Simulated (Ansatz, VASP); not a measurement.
Two plane-wave programs on Cu

File INCAR:

```
SYSTEM = Cu
PREC = Accurate ; ENCUT = 600
EDIFF = 1E-7 ; ISMEAR = 0
SIGMA = 0.1 ; LREAL = .FALSE.
LASPH = .TRUE. ; NELM = 120
ALGO = Normal ; ISIF = 3
LWAVE = .FALSE. ; LCHARG = .FALSE.
GGA = PE ; IBRION = 2
NSW = 100 ; EDIFFG = -0.01
GGA_COMPAT = .FALSE. ; NELMIN = 4
```

Contents of KPOINTS:

```
Automatic mesh
0
G
  12 12 18
  0 0 0
```

POSCAR

```
Cu
1.0
    4.1551290652      0.0000000000      0.0000000000
   -2.0775645326      3.5984473264      0.0000000000
    0.0000000000      0.0000000000      2.4480106099
Cu
3
Direct
    0.0000000000      0.0000000000      0.0000000000
    0.3333333333      0.6666666667      0.5000000000
    0.6666666667      0.3333333333      0.5000000000
```

Input for Ansatz:

```yaml
crystal:
  lattice:
    - [4.1551290652, 0.0, 0.0]
    - [-2.0775645326, 3.5984473264, 0.0]
    - [0.0, 0.0, 2.4480106099]
  atoms:
    - { symbol: Cu, position: [0.0, 0.0, 0.0] }
    - { symbol: Cu, position: [0.3333333333, 0.6666666667, 0.5] }
    - { symbol: Cu, position: [0.6666666667, 0.3333333333, 0.5] }
basis:
  ecutwfc: 420
kpoints:
  mp_grid: { grid: [12, 12, 18] }
hamiltonian:
  xc: pbe
scf:
  occupations: { method: gaussian, width: 0.1 }
output:
  forces: true
  stress: true
  eigenvalues: true
relax:
  adjacent_minimum: "off"
  f_tol: 0.01
  max_steps: 80
  cell: { stress_tol: 0.05 }
```

Alike in both runs: task relaxation of cell and atoms; functional PBE; k mesh 12 × 12 × 18; occupations gaussian, width 0.1 eV; no spin polarisation.

|  | VASP | Ansatz |
| --- | --- | --- |
| version | VASP 6.6.1 | Ansatz 0.2.0 |
| potentials or method | VASP PAW PBE potentials, release 64 (Cu), cutoff 600 eV | scalar-relativistic, plane waves, PAW |
| valence electrons in the cell | 33 | 57 |

```tsv
	VASP	Ansatz	Ansatz less VASP
gap on the k mesh at the Fermi level, each at its own relaxed structure (eV)	none	none	-
relaxed volume (Å³/atom)	12.23	12.17	-0.054
relaxed length of the cell vector where the two differ most in proportion (Å)	4.135	4.128	-0.0062
```

A gap of «none» marks a metal or a gap that the smearing closes. VASP's potentials hold 33 valence electrons a cell and Ansatz's 57, so a difference there can come from the potentials and not from the codes.
